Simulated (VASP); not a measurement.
# Cr (Pm-3m) in VASP: notebook

Runs on Cr. Level: PBE. Tasks: single point.

Everything below comes from runs of VASP 6.6.1. Logs are shortened: lines on timing, memory, paths and dates and some standing lists are left out, and cuts for length are marked.

**1. The cell of the first run**

Symmetry: Pm-3m, No. 221, cubic system. Conventional cell: a = 2.370 Å, b = 2.370 Å, c = 2.370 Å, α = 90.00°, β = 90.00°, γ = 90.00°. Within 3.1 Å of Cr (site symmetry m-3m) lie 6 Cr at 2.37 Å.

This isn't the form of Cr at room conditions, which is bcc.

**2. Single point, PBE**

Contents of INCAR:

```
  PREC = Accurate
  ENCUT = 500
  EDIFF = 1E-6
  ISMEAR = -1
  SIGMA = 0.06122561905347299
  LREAL = F
  LASPH = T
  NELM = 120
  ALGO = Normal
  ISIF = 2
  LWAVE = F
  LCHARG = F
  GGA = PE
  NBANDS = 12
  GGA_COMPAT = F
```

Contents of KPOINTS:

```
Automatic mesh
0
Gamma
  23 23 23
```

Contents of POSCAR:

```
Cr
1.0
    2.3700129015      0.0000000000      0.0000000000
    0.0000000000      2.3700129015      0.0000000000
    0.0000000000      0.0000000000      2.3700129015
Cr
1
Direct
    0.0000000000      0.0000000000      0.0000000000
```

Potentials or basis: VASP PAW PBE potentials, release 64 (Cr_pv).

Launch:

```bash
> cat potpaw_PBE.64/Cr_pv/POTCAR > POTCAR
> mpirun -np 1 vasp_std > vasp.out
```

OUTCAR:

```text
PREC = Accurate
   ENCUT = 500
   EDIFF = 1E-6
   ISMEAR = -1
   LREAL = F
   LASPH = T
   NELM = 120
   ISIF = 2
   GGA = PE

 ion  position               nearest neighbor table
   1  0.000  0.000  0.000-

  LATTYP: Found a simple cubic cell.
 ALAT       =     2.3700129015

  Lattice vectors:

 A1 = (   2.3700129015,   0.0000000000,   0.0000000000)
 A2 = (   0.0000000000,   2.3700129015,   0.0000000000)
 A3 = (   0.0000000000,   0.0000000000,   2.3700129015)

Analysis of symmetry for initial positions (statically):
=====================================================================
 Subroutine PRICEL returns:
 Original cell was already a primitive cell.

 Routine SETGRP: Setting up the symmetry group for a
 simple cubic supercell.

 Subroutine GETGRP returns: Found 48 space group operations
 (whereof 48 operations were pure point group operations)
 out of a pool of 48 trial point group operations.

The static configuration has the point symmetry O_h .

Analysis of symmetry for dynamics (positions and initial velocities):
=====================================================================
 Subroutine PRICEL returns:
 Original cell was already a primitive cell.

 Routine SETGRP: Setting up the symmetry group for a
 simple cubic supercell.

 Subroutine GETGRP returns: Found 48 space group operations
 (whereof 48 operations were pure point group operations)
 out of a pool of 48 trial point group operations.

The dynamic configuration has the point symmetry O_h .

 Subroutine INISYM returns: Found 48 space group operations
 (whereof 48 operations are pure point group operations),
 and found     1 'primitive' translations

----------------------------------------------------------------------------------------

                                     Primitive cell

  volume of cell :      13.3123

  direct lattice vectors                    reciprocal lattice vectors
     2.370012901  0.000000000  0.000000000     0.421938631  0.000000000  0.000000000
     0.000000000  2.370012901  0.000000000     0.000000000  0.421938631  0.000000000
     0.000000000  0.000000000  2.370012901     0.000000000  0.000000000  0.421938631

  length of vectors
     2.370012901  2.370012901  2.370012901     0.421938631  0.421938631  0.421938631

  position of ions in fractional coordinates (direct lattice)
     0.000000000  0.000000000  0.000000000

  ion indices of the primitive-cell ions
   primitive index   ion index
                 1           1

----------------------------------------------------------------------------------------

 KPOINTS: Automatic mesh

Automatic generation of k-mesh.
 Grid dimensions read from file:
 generate k-points for:   23   23   23

 Generating k-lattice:

  Cartesian coordinates                     Fractional coordinates (reciprocal lattice)
     0.018345158  0.000000000  0.000000000     0.043478261  0.000000000  0.000000000
     0.000000000  0.018345158  0.000000000     0.000000000  0.043478261  0.000000000
     0.000000000  0.000000000  0.018345158     0.000000000  0.000000000  0.043478261

  Length of vectors
     0.018345158  0.018345158  0.018345158

  Shift w.r.t. Gamma in fractional coordinates (k-lattice)
     0.000000000  0.000000000  0.000000000

 Subroutine IBZKPT returns following result:
 ===========================================

 Found    364 irreducible k-points:

 Following reciprocal coordinates:
            Coordinates               Weight
  0.000000  0.000000  0.000000      1.000000
  0.043478  0.000000  0.000000      6.000000
  0.086957  0.000000  0.000000      6.000000
  0.130435  0.000000  0.000000      6.000000
  0.173913  0.000000  0.000000      6.000000
  0.217391  0.000000  0.000000      6.000000
[... 16 lines left out ...]
  0.478261  0.043478  0.000000     24.000000
  0.086957  0.086957  0.000000     12.000000
 [... further k-points ...]
   k-points           NKPTS =    364   k-points in BZ     NKDIM =    364   number of bands    NBANDS=     12
   number of dos      NEDOS =    301   number of ions     NIONS =      1
   total plane-waves  NPLWV =   5832
   dimension x,y,z NGX =    18 NGY =   18 NGZ =   18
   dimension x,y,z NGXF=    36 NGYF=   36 NGZF=   36
   ions per type =               1
   NGX,Y,Z   is equivalent  to a cutoff of  12.63, 12.63, 12.63 a.u.
   NGXF,Y,Z  is equivalent  to a cutoff of  25.25, 25.25, 25.25 a.u.
 SYSTEM =  unknown system
   PREC   = accura    normal or accurate (medium, high low for compatibility)
   ISTART =      0    job   : 0-new  1-cont  2-samecut
   ICHARG =      2    charge: 1-file 2-atom 10-const
   ISPIN  =      1    spin polarized calculation?
   LNONCOLLINEAR =      F non collinear calculations
   LSORBIT =      F    spin-orbit coupling
   LASPH  =      T    aspherical Exc in radial PAW
   ENCUT  =  500.0 eV  36.75 Ry    6.06 a.u.   4.32  4.32  4.32*2*pi/ulx,y,z
   NELM   =    120;   NELMIN=  2; NELMDL= -5     # of ELM steps
   EDIFF  = 0.1E-05   stopping-criterion for ELM
   LREAL  =      F    real-space projection
   EDIFFG = 0.1E-04   stopping-criterion for IOM
   NSW    =      0    number of steps for IOM
   IBRION =     -1    ionic relax: 0-MD 1-quasi-New 2-CG
   NFREE  =      0    steps in history (QN), initial steepest desc. (CG)
   ISIF   =      2    stress and relaxation
   ISYM   =      2    0-nonsym 1-usesym 2-fastsym
   POTIM  = 0.5000    time-step for ionic-motion
   TEBEG  =    0.0;   TEEND  =   0.0 temperature during run
   PSTRESS=    0.0 pullay stress
   NELECT =      12.0000    total number of electrons
   NUPDOWN=      -1.0000    fix difference up-down
   EMIN   =  10.00;   EMAX   =-10.00  energy-range for DOS
   EFERMI =   0.00;   METHOD = LEGACY
   ISMEAR =    -1;   SIGMA  =   0.06  broadening in eV -4-tet -1-fermi 0-gaus
   EFERMI_NEDOS =   21; number of points for ismear=-14 and -15
   IALGO  =     38    algorithm
   IMIX   =      4    mixing-type and parameters
     AMIX     =   0.40;   BMIX     =  1.00
     AMIX_MAG =   1.60;   BMIX_MAG =  1.00
  volume/ion in A,a.u.               =      13.31        89.84
  Fermi-wavevector in a.u.,A,eV,Ry     =   1.581434  2.988478 34.027287  2.500935
  Thomas-Fermi vector in A             =   2.681510
   LORBIT       =      0    0 simple, 1 ext, 2 COOP (PROOUT), +10 PAW based schemes
   GGA     = PE    functional components
   LHFCALC =     F    Hartree Fock is set to
   AEXX    =    0.0000 exact exchange contribution
   IVDW    =     0    specifies the selected vdW correction
   LEPSILON=     F    determine dielectric tensor
   LRPA    =     F    only Hartree local field effects (RPA)
 non-spin polarized calculation
  energy-cutoff  :      500.00
  volume of cell :       13.31
 maximum number of plane-waves:       350
 NGX is ok and might be reduce to    18
   NGX =  9   NGY =  9   NGZ =  9

 number of electron      12.0000023 magnetization

 Free energy of the ion-electron system (eV)
  ---------------------------------------------------
  ext. energy  EPLUGINS =         0.00000000
  ---------------------------------------------------
  free energy    TOTEN  =        -8.49555174 eV

  energy without entropy =       -8.47733601  energy(sigma->0) =       -8.48644388

 E-fermi :   9.1547     XC(G=0): -12.7409

 val. band max:        9.1537050170   @ k =   0.3043   0.3043   0.0870
 cond. band min:       9.1724112261   @ k =   0.3913   0.1739   0.1304
 fundamental gap:      0.0187062091
 Fermi energy:         9.1547482759

 k-point     1 :       0.0000    0.0000    0.0000
  band No.  band energies     occupation
      1     -33.4224      2.00000
      2     -33.4224      2.00000
      3     -33.4224      2.00000
      4       1.9530      2.00000
      5       6.1385      2.00000
      6       6.1385      2.00000
      7      11.4879      0.00000
      8      11.4879      0.00000
      9      11.4879      0.00000
     10      16.6466      0.00000
     11      28.2659      0.00000
     12      28.2659      0.00000

 k-point     2 :       0.0435    0.0000    0.0000
  band No.  band energies     occupation
      1     -33.4400      2.00000
      2     -33.4209      2.00000
      3     -33.4209      2.00000
      4       2.0118      2.00000
      5       6.1510      2.00000
      6       6.1796      2.00000
      7      11.4482      0.00000
      8      11.4482      0.00000
      9      11.4909      0.00000
     10      16.6466      0.00000
     11      27.6506      0.00000
     12      28.3549      0.00000

 k-point     3 :       0.0870    0.0000    0.0000
  band No.  band energies     occupation
      1     -33.4916      2.00000
      2     -33.4166      2.00000
      3     -33.4166      2.00000
      4       2.1856      2.00000
      5       6.1877      2.00000
      6       6.3010      2.00000
      7      11.3336      0.00000
      8      11.3336      0.00000
      9      11.4998      0.00000
     10      16.6465      0.00000
     11      26.3106      0.00000
     12      28.6175      0.00000
[... 286 lines left out ...]
 k-point    23 :       0.4783    0.0435    0.0000
  band No.  band energies     occupation
      1     -34.3312      2.00000
      2     -33.3582      2.00000
      3     -33.3401      2.00000
      4       6.1506      2.00000
      5       6.8941      2.00000
      6       8.2499      2.00000
      7       9.6613      0.00051
      8       9.8807      0.00001
      9      11.6193      0.00000
     10      16.0955      0.00000
     11      16.6608      0.00000
     12      29.7916      0.00000

 k-point    24 :       0.0870    0.0870    0.0000
  band No.  band energies     occupation
      1     -33.4896      2.00000
      2     -33.4813      2.00000
      3     -33.4107      2.00000
      4       2.4151      2.00000
      5       6.2923      2.00000
      6       6.4092      2.00000
      7      11.1742      0.00000
      8      11.3182      0.00000
      9      11.3764      0.00000
     10      16.6465      0.00000
     11      26.4414      0.00000
     12      26.7327      0.00000

 [... further k-points ...]

------------------------ aborting loop because EDIFF is reached ----------------------------------------

  FORCE on cell =-STRESS in cart. coord.  units (eV):
  Direction    XX          YY          ZZ          XY          YZ          ZX
  --------------------------------------------------------------------------------------
  -------------------------------------------------------------------------------------
  Total       -0.5805467     -0.5805467     -0.5805467      0.0000000      0.0000000     -0.0000000
  in kB      -69.8707819    -69.8707819    -69.8707819      0.0000000      0.0000000     -0.0000000
  external PRESSURE =     -69.8707819 kB  Pullay stress =       0.0000000 kB

 VOLUME and BASIS-vectors are now :
 -----------------------------------------------------------------------------
  energy-cutoff  :      500.00
  volume of cell :       13.31
      direct lattice vectors                 reciprocal lattice vectors
     2.370012901  0.000000000  0.000000000     0.421938631  0.000000000  0.000000000
     0.000000000  2.370012901  0.000000000     0.000000000  0.421938631  0.000000000
     0.000000000  0.000000000  2.370012901     0.000000000  0.000000000  0.421938631

 POSITION                                       TOTAL-FORCE (eV/Angst)
 -----------------------------------------------------------------------------------
      0.00000      0.00000      0.00000         0.000000      0.000000      0.000000
 -----------------------------------------------------------------------------------
    total drift:                                0.000000      0.000000     -0.000000

  FREE ENERGIE OF THE ION-ELECTRON SYSTEM (eV)
  ---------------------------------------------------
  free  energy   TOTEN  =        -8.4955517377 eV

  energy  without entropy=       -8.4773360142  energy(sigma->0) =       -8.48644388
```

It took 61 s on 1 thread of AMD EPYC 7R13, shared host; peak memory 0.13 GiB.

What came out:

```
Free energy            : -8.4956 eV
Pressure               : -7.0 GPa
Band gap on the k mesh : zero (bands 6 and 7 overlap by 1.59 eV)
```

Caveat: the cell stands under tension; the run has no spin polarisation, though such a crystal can be magnetic. Spin polarisation is off, so any magnetic state and its effect on volume and gap are missing.

**3. Single point, PBE**

This run uses another cell than the first one, of 13.57 Å³/atom.

INCAR, as its differences from that of step 2:

```diff
@@ -11,4 +11,6 @@
   LWAVE = F
-  LCHARG = F
+  LCHARG = T
   GGA = PE
+  LELF = T
+  LVHAR = T
   NBANDS = 12
```

KPOINTS is that of step 2.

Contents of POSCAR:

```
Cr
1.0
    2.3851089321      0.0000000000      0.0000000000
    0.0000000000      2.3851089321      0.0000000000
    0.0000000000      0.0000000000      2.3851089321
Cr
1
Direct
    0.0000000000      0.0000000000      0.0000000000
```

Potentials or basis: VASP PAW PBE potentials, release 64 (Cr_pv).

Launch:

```bash
> cat potpaw_PBE.64/Cr_pv/POTCAR > POTCAR
> mpirun -np 1 vasp_std > vasp.out
```

Wall time 63 s (1 thread of AMD EPYC 7R13, shared host); peak memory 0.13 GiB.

Results (log left out):

| Item | Value |
| --- | --- |
| Free energy | -8.4823 eV |
| Pressure | -9.9 GPa |
| Band gap on the k mesh | zero (bands 6 and 7 overlap by 1.55 eV) |

Levels at points of the mesh, in eV from the Fermi level:
```tsv
k point	band 2	band 3	band 4	band 5	band 6	band 7	band 8	band 9	band 10	band 11
(0.00, 0.00, 0.00)	-42.60	-42.60	-7.13	-2.94	-2.94	2.27	2.27	2.27	7.48	18.88
```

Caveat: the cell stands under tension; the run has no spin polarisation, though such a crystal can be magnetic. Spin polarisation is off, so any magnetic state and its effect on volume and gap are missing.

**4. Single point, PBE**

This run uses another cell than the first one, of 12.03 Å³/atom.

Contents of INCAR:

```
SYSTEM = Cr
ALGO = Normal ; EDIFF = 1E-6
ENCUT = 500 ; GGA = PE
GGA_COMPAT = .False. ; ISIF = 2
ISMEAR = -1 ; LASPH = .True.
LCHARG = .False. ; LREAL = .False.
LWAVE = .False. ; NBANDS = 12
NELM = 120 ; PREC = Accurate
SIGMA = 0.06122561905347299
```

Contents of KPOINTS:

```
k-points
0
Gamma
  46 46 46
  0 0 0
```

Contents of POSCAR:

```
Cr
1.0
    2.2914772414      0.0000000000      0.0000000000
    0.0000000000      2.2914772414      0.0000000000
    0.0000000000      0.0000000000      2.2914772414
Cr
1
Direct
    0.0000000000      0.0000000000      0.0000000000
```

Launch:

```bash
> cat potpaw_PBE.64/Cr_pv/POTCAR > POTCAR
> mpirun -np 1 vasp_std > vasp.out
```

Wall time 6.7 min (1 thread of AMD EPYC 7R13, shared host); peak memory 0.39 GiB.

Results (log left out):

```
Free energy            : -8.4766 eV
Pressure               : 13.3 GPa
Band gap on the k mesh : zero (bands 6 and 7 overlap by 2.02 eV)
```

Levels at points of the mesh, in eV from the Fermi level:
```csv
k point,band 3,band 4,band 5,band 6,band 7,band 8,band 9,band 10
"(0.00, 0.00, 0.00)",-42.45,-7.58,-3.44,-3.44,2.67,2.67,2.67,7.57
"(0.50, 0.00, 0.00)",-42.34,-3.20,-2.62,-0.69,0.53,0.53,2.86,7.55
"(0.50, 0.50, 0.00)",-42.23,-4.96,-1.77,0.99,0.99,4.05,6.57,6.57
"(0.50, 0.50, 0.50)",-43.33,-3.21,-3.21,-3.21,4.17,4.17,7.57,11.21
```

Caveat: the cell stands under pressure; the run has no spin polarisation, though such a crystal can be magnetic.

**5. Single point, PBE**

This run uses another cell than the first one, of 12.29 Å³/atom.

Contents of INCAR:

```
PREC     = Accurate       # precision mode
ENCUT    = 500            # plane-wave cutoff, eV
EDIFF    = 1E-6           # SCF threshold, eV
ISMEAR   = -1             # smearing method
SIGMA    = 0.06122561905347299 # smearing width, eV
LREAL    = False          # projectors in reciprocal space
LASPH    = True           # aspherical terms in the spheres
NELM     = 120            # most SCF steps
ALGO     = Normal         # electronic algorithm
ISIF     = 2              # what is computed and relaxed
LWAVE    = False          # write WAVECAR
LCHARG   = False          # write CHGCAR
GGA      = PE             # functional
NBANDS   = 12             # bands
GGA_COMPAT= False
```

Contents of KPOINTS:

```
regular mesh
0
Gamma
  46 46 46
```

Contents of POSCAR:

```
Cr
1.0
    2.3076149368      0.0000000000      0.0000000000
    0.0000000000      2.3076149368      0.0000000000
    0.0000000000      0.0000000000      2.3076149368
Cr
1
Direct
    0.0000000000      0.0000000000      0.0000000000
```

Launch:

```bash
> cat potpaw_PBE.64/Cr_pv/POTCAR > POTCAR
> mpirun -np 1 vasp_std > vasp.out
```

Wall time 6.6 min (1 thread of AMD EPYC 7R13, shared host); peak memory 0.4 GiB.

Results (log left out):

| Quantity | Value |
| --- | --- |
| Free energy | -8.4941 eV |
| Pressure | 8.3 GPa |
| Band gap on the k mesh | zero (bands 6 and 7 overlap by 1.96 eV) |

Levels at points of the mesh, in eV from the Fermi level:
```tsv
k point	band 4	band 5	band 6	band 7	band 8	band 9
(0.00, 0.00, 0.00)	-7.51	-3.35	-3.35	2.60	2.60	2.60
(0.50, 0.00, 0.00)	-3.16	-2.55	-0.69	0.52	0.52	2.78
(0.50, 0.50, 0.00)	-4.81	-1.74	0.97	0.97	3.93	6.43
(0.50, 0.50, 0.50)	-3.11	-3.11	-3.11	4.05	4.05	7.55
```

Caveat: the cell stands under pressure; the run has no spin polarisation, though such a crystal can be magnetic.

**6. Summary**

```tsv
cell	k mesh	gap on the mesh (eV)	pressure (GPa)
a = 2.370 Å, 1 atom	23 × 23 × 23	none	-7.0
a = 2.385 Å, 1 atom	23 × 23 × 23	none	-9.9
a = 2.291 Å, 1 atom	46 × 46 × 46	none	13.3
a = 2.308 Å, 1 atom	46 × 46 × 46	none	8.3
```

Alike in all rows: task single point; level PBE; potentials or basis VASP PAW PBE potentials, release 64 (Cr_pv); no spin polarisation; cutoff (eV) 500; smearing fermi-dirac 0.0612256 eV.

Caveats: the run has no spin polarisation, though such a crystal can be magnetic; the cell stands under tension (at least some runs); the cell stands under pressure (at least some runs).

Absolute energies hang on the potentials; compare differences alone.
